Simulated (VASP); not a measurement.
# KMgF3 (Pm-3m) in VASP: a series of runs, part 2 of 2

VASP 6.6.1. Earlier steps stand in the parts before.

**3. Single point, PBE**

This run uses another cell than the first one, of 11.72 Å³/atom.

The input, INCAR:

```
PREC = Accurate
ENCUT = 520
EDIFF = 1E-6
ISMEAR = 0
SIGMA = 0.01
LREAL = F
LASPH = T
NELM = 100
ALGO = Normal
ISIF = 2
LWAVE = F
LCHARG = T
GGA = PE
LELF = T
LVHAR = T
NBANDS = 24
```

The input, KPOINTS:

```
regular mesh
0
Gamma
  5 5 5
```

The input, POSCAR:

```
KMgF3
1.0
    3.8836520199      0.0000000000      0.0000000000
    0.0000000000      3.8836520199      0.0000000000
    0.0000000000      0.0000000000      3.8836520199
K Mg F
1 1 3
Direct
    0.5000000000      0.5000000000      0.5000000000
    0.0000000000      0.0000000000      0.0000000000
    0.5000000000      0.0000000000      0.0000000000
    0.0000000000      0.5000000000      0.0000000000
    0.0000000000      0.0000000000      0.5000000000
```

Potentials or basis: VASP PAW PBE potentials, release 64 (K_sv, Mg, F).

Launch:

```bash
$ cat potpaw_PBE.64/K_sv/POTCAR potpaw_PBE.64/Mg/POTCAR potpaw_PBE.64/F/POTCAR > POTCAR
$ mpirun -np 1 vasp_std > vasp.out
```

OUTCAR:

```text
PREC = Accurate
   ENCUT = 520
   EDIFF = 1E-6
   ISMEAR = 0
   LREAL = F
   LASPH = T
   NELM = 100
   ISIF = 2
   GGA = PE

 ion  position               nearest neighbor table
   1  0.500  0.500  0.500-   3 2.75   4 2.75   5 2.75   3 2.75   4 2.75   3 2.75   5 2.75   3 2.75
                             4 2.75   5 2.75   4 2.75   5 2.75   2 3.36   2 3.36   2 3.36   2 3.36
   2  0.000  0.000  0.000-   3 1.94   4 1.94   5 1.94   5 1.94   4 1.94   3 1.94   1 3.36   1 3.36
                             1 3.36   1 3.36   1 3.36   1 3.36   1 3.36   1 3.36
   3  0.500  0.000  0.000-   2 1.94   2 1.94   1 2.75   1 2.75   1 2.75   1 2.75
[... 460 lines left out ...]
  -------------------------------------------------------------------------------------
  Total        4.0085231      4.0085231      4.0085231      0.0000000      0.0000000     -0.0000000
  in kB      109.6412671    109.6412671    109.6412671      0.0000000      0.0000000     -0.0000000
  external PRESSURE =     109.6412671 kB  Pullay stress =       0.0000000 kB

 VOLUME and BASIS-vectors are now :
 -----------------------------------------------------------------------------
  energy-cutoff  :      520.00
  volume of cell :       58.58
      direct lattice vectors                 reciprocal lattice vectors
     3.883652020  0.000000000  0.000000000     0.257489599  0.000000000  0.000000000
     0.000000000  3.883652020  0.000000000     0.000000000  0.257489599  0.000000000
     0.000000000  0.000000000  3.883652020     0.000000000  0.000000000  0.257489599

 POSITION                                       TOTAL-FORCE (eV/Angst)
 -----------------------------------------------------------------------------------
      1.94183      1.94183      1.94183         0.000000      0.000000      0.000000
      0.00000      0.00000      0.00000         0.000000      0.000000      0.000000
      1.94183      0.00000      0.00000         0.000000      0.000000      0.000000
      0.00000      1.94183      0.00000         0.000000      0.000000      0.000000
      0.00000      0.00000      1.94183         0.000000      0.000000      0.000000
 -----------------------------------------------------------------------------------
    total drift:                                0.000000     -0.000000      0.000000

  FREE ENERGIE OF THE ION-ELECTRON SYSTEM (eV)
  ---------------------------------------------------
  free  energy   TOTEN  =       -24.1993488685 eV

  energy  without entropy=      -24.1993488685  energy(sigma->0) =      -24.19934887
```

OSZICAR:

```text
N       E                     dE             d eps       ncg     rms          rms(c)
DAV:   1     0.235910559889E+03    0.23591E+03   -0.17243E+04   496   0.128E+03
DAV:   2    -0.134411521046E+02   -0.24935E+03   -0.24040E+03   624   0.352E+02
DAV:   3    -0.259406543456E+02   -0.12500E+02   -0.12437E+02   664   0.735E+01
DAV:   4    -0.264169509467E+02   -0.47630E+00   -0.47623E+00   664   0.925E+00
DAV:   5    -0.264211970935E+02   -0.42461E-02   -0.42460E-02   640   0.871E-01    0.919E+00
DAV:   6    -0.241833415398E+02    0.22379E+01   -0.69160E+00   584   0.200E+01    0.440E+00
DAV:   7    -0.241989177809E+02   -0.15576E-01   -0.47139E-01   552   0.348E+00    0.265E+00
DAV:   8    -0.242019160121E+02   -0.29982E-02   -0.93037E-02   584   0.259E+00    0.436E-01
DAV:   9    -0.241992045666E+02    0.27114E-02   -0.29635E-02   624   0.120E+00    0.168E-01
DAV:  10    -0.241993491201E+02   -0.14455E-03   -0.19080E-03   552   0.296E-01    0.910E-02
DAV:  11    -0.241994052531E+02   -0.56133E-04   -0.58728E-05   592   0.612E-02    0.643E-02
DAV:  12    -0.241993481442E+02    0.57109E-04   -0.20540E-04   560   0.985E-02    0.427E-03
DAV:  13    -0.241993488685E+02   -0.72430E-06   -0.38681E-06   568   0.142E-02
   1 F= -.24199349E+02 E0= -.24199349E+02  d E =-.662305E-76
```

stdout:

```text
POSCAR found type information on POSCAR K MgF
 POSCAR found :  3 types and       5 ions
 scaLAPACK will be used
 LDA part: xc-table for (Slater+PW92), standard interpolation
 POSCAR, INCAR and KPOINTS ok, starting setup
 FFT: planning ... GRIDC
 FFT: planning ... GRID_SOFT
 FFT: planning ... GRID
 WAVECAR not read
 entering main loop
```

Wall time 19 s (1 thread of Intel Xeon 8259CL, shared host); peak memory 0.17 GiB.

Results:

```yaml
Free_energy: -24.1993 eV
Pressure: 11.0 GPa
Band_gap_on_the_k_mesh: 7.99 eV (least direct gap 8.24 eV)
```

Caveat: the cell stands under pressure; an odd mesh through Γ misses points on the zone boundary, where band edges can lie. A hybrid or GW would open this gap; PBE tends to underestimate it.

**4. Single point, PBE**

This run uses another cell than the first one, of 12.03 Å³/atom.

The input, INCAR:

```
PREC = Accurate
ENCUT = 520
EDIFF = 1E-7
ISMEAR = 0
SIGMA = 0.01
LREAL = F
LASPH = T
NELM = 80
ALGO = Normal
ISIF = 2
LWAVE = F
LCHARG = F
GGA = PE
NBANDS = 24
```

The input, KPOINTS:

```
Automatic mesh
0
Gamma
  5 5 5
```

Changes to POSCAR since step 3:

```diff
@@ -2,5 +2,5 @@
 1.0
-    3.8836520199      0.0000000000      0.0000000000
-    0.0000000000      3.8836520199      0.0000000000
-    0.0000000000      0.0000000000      3.8836520199
+    3.9183293192      0.0000000000      0.0000000000
+    0.0000000000      3.9183293192      0.0000000000
+    0.0000000000      0.0000000000      3.9183293192
 K Mg F
```

Launch:

```bash
$ cat potpaw_PBE.64/K_sv/POTCAR potpaw_PBE.64/Mg/POTCAR potpaw_PBE.64/F/POTCAR > POTCAR
$ mpirun -np 1 vasp_std > vasp.out
```

It took 23 s on 1 thread of Intel Xeon 8259CL, shared host; peak memory 0.17 GiB.

Results (log left out):

| Quantity | Value |
| --- | --- |
| Free energy | -24.2970 eV |
| Pressure | 8.1 GPa |
| Band gap on the k mesh | 7.77 eV (least direct gap 8.03 eV) |

Levels at points of the mesh, in eV from the valence-band top:
| k point | band 13 | band 14 | band 15 | band 16 | band 17 | band 18 | band 19 | band 20 |
| --- | --- | --- | --- | --- | --- | --- | --- | --- |
| (0.00, 0.00, 0.00) | -0.61 | -0.25 | -0.25 | -0.25 | 7.77 | 10.22 | 10.22 | 12.43 |

Caveat: the cell stands under pressure; an odd mesh through Γ misses points on the zone boundary, where band edges can lie.

**5. Single point, PBE**

This run uses another cell than the first one, of 12.35 Å³/atom.

The input, INCAR:

```
SYSTEM = KMgF3
ALGO = Normal
EDIFF = 1E-6
ENCUT = 520
GGA = PE
ISIF = 2
ISMEAR = 0
LASPH = .TRUE.
LCHARG = .FALSE.
LREAL = .FALSE.
LWAVE = .FALSE.
NBANDS = 24
NELM = 80
PREC = Accurate
SIGMA = 0.01
```

The input, KPOINTS:

```
k-points
0
G
  5 5 5
  0 0 0
```

Changes to POSCAR since step 4:

```diff
@@ -2,5 +2,5 @@
 1.0
-    3.9183293192      0.0000000000      0.0000000000
-    0.0000000000      3.9183293192      0.0000000000
-    0.0000000000      0.0000000000      3.9183293192
+    3.9524034584      0.0000000000      0.0000000000
+    0.0000000000      3.9524034584      0.0000000000
+    0.0000000000      0.0000000000      3.9524034584
 K Mg F
```

Potentials or basis: VASP PAW PBE potentials, release 64 (K_sv, Mg, F).

Launch:

```bash
$ cat potpaw_PBE.64/K_sv/POTCAR potpaw_PBE.64/Mg/POTCAR potpaw_PBE.64/F/POTCAR > POTCAR
$ mpirun -np 1 vasp_std > vasp.out
```

OUTCAR:

```text
SYSTEM = KMgF3
   EDIFF = 1E-6
   ENCUT = 520
   GGA = PE
   ISIF = 2
   ISMEAR = 0
   LASPH = .TRUE.
   LREAL = .FALSE.
   NELM = 80
   PREC = Accurate

 ion  position               nearest neighbor table
   1  0.500  0.500  0.500-   3 2.79   4 2.79   5 2.79   3 2.79   4 2.79   3 2.79   5 2.79   3 2.79
                             4 2.79   5 2.79   4 2.79   5 2.79   2 3.42   2 3.42   2 3.42   2 3.42
   2  0.000  0.000  0.000-   3 1.98   4 1.98   5 1.98   5 1.98   4 1.98   3 1.98   1 3.42   1 3.42
[... 462 lines left out ...]
  -------------------------------------------------------------------------------------
  Total        2.1437649      2.1437649      2.1437649     -0.0000000     -0.0000000      0.0000000
  in kB       55.6293433     55.6293433     55.6293433     -0.0000000     -0.0000000      0.0000000
  external PRESSURE =      55.6293433 kB  Pullay stress =       0.0000000 kB

 VOLUME and BASIS-vectors are now :
 -----------------------------------------------------------------------------
  energy-cutoff  :      520.00
  volume of cell :       61.74
      direct lattice vectors                 reciprocal lattice vectors
     3.952403458  0.000000000  0.000000000     0.253010607  0.000000000  0.000000000
     0.000000000  3.952403458  0.000000000     0.000000000  0.253010607  0.000000000
     0.000000000  0.000000000  3.952403458     0.000000000  0.000000000  0.253010607

 POSITION                                       TOTAL-FORCE (eV/Angst)
 -----------------------------------------------------------------------------------
      1.97620      1.97620      1.97620         0.000000      0.000000      0.000000
      0.00000      0.00000      0.00000         0.000000      0.000000      0.000000
      1.97620      0.00000      0.00000         0.000000      0.000000      0.000000
      0.00000      1.97620      0.00000         0.000000      0.000000      0.000000
      0.00000      0.00000      1.97620         0.000000      0.000000      0.000000
 -----------------------------------------------------------------------------------
    total drift:                                0.000000     -0.000000      0.000000

  FREE ENERGIE OF THE ION-ELECTRON SYSTEM (eV)
  ---------------------------------------------------
  free  energy   TOTEN  =       -24.3676002324 eV

  energy  without entropy=      -24.3676002324  energy(sigma->0) =      -24.36760023
```

It took 18 s on 1 thread of Intel Xeon 8259CL, shared host; peak memory 0.17 GiB.

What came out:

```yaml
Free_energy: -24.3676 eV
Pressure: 5.6 GPa
Band_gap_on_the_k_mesh: 7.56 eV (least direct gap 7.82 eV)
```

Levels at points of the mesh, in eV from the valence-band top:
| k point | band 13 | band 14 | band 15 | band 16 | band 17 | band 18 | band 19 | band 20 |
| --- | --- | --- | --- | --- | --- | --- | --- | --- |
| (0.00, 0.00, 0.00) | -0.58 | -0.26 | -0.26 | -0.26 | 7.56 | 10.18 | 10.18 | 12.37 |

Caveat: the cell stands under pressure; an odd mesh through Γ misses points on the zone boundary, where band edges can lie.

**6. Summary**

```tsv
cell	gap on the mesh (eV)	pressure (GPa)
a = 3.848 Å, 5 atoms	8.23	14.3
a = 3.884 Å, 5 atoms	7.99	11.0
a = 3.918 Å, 5 atoms	7.77	8.1
a = 3.952 Å, 5 atoms	7.56	5.6
```

Alike in all rows: task single point; level PBE; potentials or basis VASP PAW PBE potentials, release 64 (K_sv, Mg, F); no spin polarisation; k mesh 5 × 5 × 5; cutoff (eV) 520; smearing gaussian 0.01 eV.

Caveats: the cell stands under pressure; an odd mesh through Γ misses points on the zone boundary, where band edges can lie.

Total energies depend on the potentials used, so only differences within one code and one set of settings carry meaning.
